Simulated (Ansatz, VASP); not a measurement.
# Two plane-wave programs on SiC

The input INCAR:

```
PREC = Accurate
ENCUT = 520
EDIFF = 1E-7
ISMEAR = 0
SIGMA = 0.02
LREAL = F
LASPH = T
NELM = 60
ALGO = Normal
ISIF = 2
LWAVE = F
LCHARG = T
GGA = CA
LELF = T
LVHAR = T
NBANDS = 11
```

File KPOINTS:

```
regular mesh
0
Gamma
  10 10 10
```

Contents of POSCAR:

```
SiC
1.0
    0.0000000000      2.1784203227      2.1784203227
    2.1784203227      0.0000000000      2.1784203227
    2.1784203227      2.1784203227      0.0000000000
Si C
1 1
Direct
    0.0000000000      0.0000000000      0.0000000000
    0.2500000000      0.2500000000      0.2500000000
```

Input for Ansatz:

```yaml
crystal:
  lattice:
    - [0.0, 2.1784203227, 2.1784203227]
    - [2.1784203227, 0.0, 2.1784203227]
    - [2.1784203227, 2.1784203227, 0.0]
  atoms:
    - { symbol: Si, position: [0.0, 0.0, 0.0] }
    - { symbol: C, position: [0.25, 0.25, 0.25] }
basis:
  ecutwfc: 420
kpoints:
  mp_grid: { grid: [10, 10, 10] }
  band_path:
    path:
      - [0.0, 0.0, 0.0]
      - [-0.5, -0.5, 0.0]
      - [-0.375, -0.375, 0.25]
      - [-0.375, 0.0, 0.375]
      - [0.0, 0.0, 0.5]
      - [-0.5, -0.25, 0.25]
      - [0.0, 0.5, 0.5]
    npoints: 1
hamiltonian:
  xc: lda
scf:
  occupations: { method: gaussian, width: 0.02 }
  n_extra_bands: 4
output:
  forces: true
  stress: true
  eigenvalues: true
```

Alike in both runs: task single point; functional LDA; k mesh 10 × 10 × 10; occupations gaussian, width 0.02 eV; no spin polarisation.

|  | VASP | Ansatz |
| --- | --- | --- |
| version | VASP 6.6.1 | Ansatz 0.2.0 |
| potentials or method | VASP PAW LDA potentials, release 64 (Si, C), cutoff 520 eV | scalar-relativistic, plane waves, PAW |
| valence electrons in the cell | 8 | 8 |

Ansatz gave:

```
gap on the k mesh at the Fermi level (eV) : 1.32
least direct gap on the mesh (eV)         : 4.51
pressure (GPa)                            : -4.3
```

**Question.** What did VASP give for the same quantities?

**Answer.** gap on the k mesh at the Fermi level (eV): 1.30; least direct gap on the mesh (eV): 4.50; pressure (GPa): -3.9.

LDA's correlation is that of Perdew and Zunger in VASP and of Perdew and Wang (1992) in Ansatz.
